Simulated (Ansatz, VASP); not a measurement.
# Li in VASP and in Ansatz

Contents of INCAR:

```
SYSTEM = Li
PREC = Accurate ; ENCUT = 520
EDIFF = 1E-6 ; ISMEAR = 0
SIGMA = 0.15 ; LREAL = .FALSE.
LASPH = .TRUE. ; NELM = 100
ALGO = Fast ; ISIF = 2
LWAVE = .FALSE. ; LCHARG = .TRUE.
GGA = PS ; IVDW = 12
LELF = .TRUE. ; LVHAR = .TRUE.
NBANDS = 10
```

Contents of KPOINTS:

```
Automatic mesh
0
G
  16 16 10
  0 0 0
```

File POSCAR:

```
Li
1.0
    0.0000000000     -2.0116598259     -2.0954789853
    0.0000000000      2.0116598259     -2.0954789853
    4.0233196518      0.0000000000      0.0000000000
Li
2
Direct
    0.5000000000      0.5000000000      0.4525168228
    0.0000000000      0.0000000000      0.0474831772
```

Input for Ansatz:

```yaml
crystal:
  lattice:
    - [0.0, -2.0116598259, -2.0954789853]
    - [0.0, 2.0116598259, -2.0954789853]
    - [4.0233196518, 0.0, 0.0]
  atoms:
    - { symbol: Li, position: [0.5, 0.5, 0.4525168228] }
    - { symbol: Li, position: [0.0, 0.0, 0.0474831772] }
basis:
  ecutwfc: 520.0
kpoints:
  mp_grid: { grid: [16, 16, 10] }
hamiltonian:
  xc: pbesol
  pseudopotentials: { kind: paw }
  dispersion: d3bj
scf:
  occupations: { method: gaussian, width: 0.15 }
output:
  forces: true
  stress: true
  eigenvalues: true
```

Change from the starting cell: mode 6 frozen in at -0.199 Å, equal normal strain along x and y -0.0400.

Alike in both runs: task single point; functional PBEsol; dispersion D3(BJ); k mesh 16 × 16 × 10; occupations gaussian, width 0.15 eV; no spin polarisation.

|  | VASP | Ansatz |
| --- | --- | --- |
| version | VASP 6.6.1 | Ansatz 0.2.0 |
| potentials or method | VASP PAW PBE potentials, release 64 (Li_sv), cutoff 520 eV | scalar-relativistic, plane waves, PAW |
| valence electrons in the cell | 6 | 6 |

|  | VASP | Ansatz | Ansatz less VASP |
| --- | --- | --- | --- |
| gap on the k mesh at the Fermi level (eV) | none | none | - |
| rms of the force components (eV/Å) | 0.513 | 0.510 | -0.0026 |

VASP's potentials were made for PBE, not for PBEsol. Atom by atom the forces differ by 0.003 eV/Å (rms over components). A gap of «none» marks a metal or a gap that the smearing closes.

Noted on VASP's run: the cutoff is short for stress, so the pressure is rough.
